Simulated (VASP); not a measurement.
Set up this calculation in VASP 6.6.1, as the native input.

```yaml
Task: single point
Functional: PBE
Potentials_or_basis: VASP PAW PBE potentials, release 64 (Re)
Cutoff: 520 eV
k_mesh: 14 × 14 × 8
Occupations: fermi-dirac, width 0.08 eV
Spin: no spin polarisation
Dipole_correction: no
Further_INCAR_settings: ALGO = Normal; EDIFF = 1e-06; NBANDS = 14
```

The structure of Re lies in POSCAR:

```
Re
1.0
    2.7514545678      0.0000000000      0.0000000000
   -1.3757272838      2.3828295530      0.0000000000
    0.0000000000      0.0000000000      4.4481811948
Re
2
Direct
    0.3333333333      0.6666666667      0.2500000000
    0.6666666667      0.3333333333      0.7500000000
```

The input as run:

INCAR

```
ALGO = Normal
EDIFF = 1E-6
ENCUT = 520
GGA = PE
ISIF = 2
ISMEAR = -1
LASPH = True
LCHARG = False
LREAL = False
LWAVE = False
NBANDS = 14
NELM = 100
PREC = Accurate
SIGMA = 0.08
```

KPOINTS

```
k-points
0
Gamma
  14 14 8
```

Potentials or basis: VASP PAW PBE potentials, release 64 (Re).

Run with:

```sh
$ cat potpaw_PBE.64/Re/POTCAR > POTCAR
$ mpirun -np 1 vasp_std > vasp.out
```

Results of the run:

- Pressure: 9.4 GPa
- Band gap on the k mesh: zero (bands 7 and 8 overlap by 3.31 eV)

Caveat: the cell stands under pressure; spin-orbit coupling is left out, which moves the levels of the heavy elements.

Wall time 20 s on 1 thread of Intel(R) Xeon(R) 6975P-C (Granite Rapids) (shared host), peak memory 0.17 GiB.
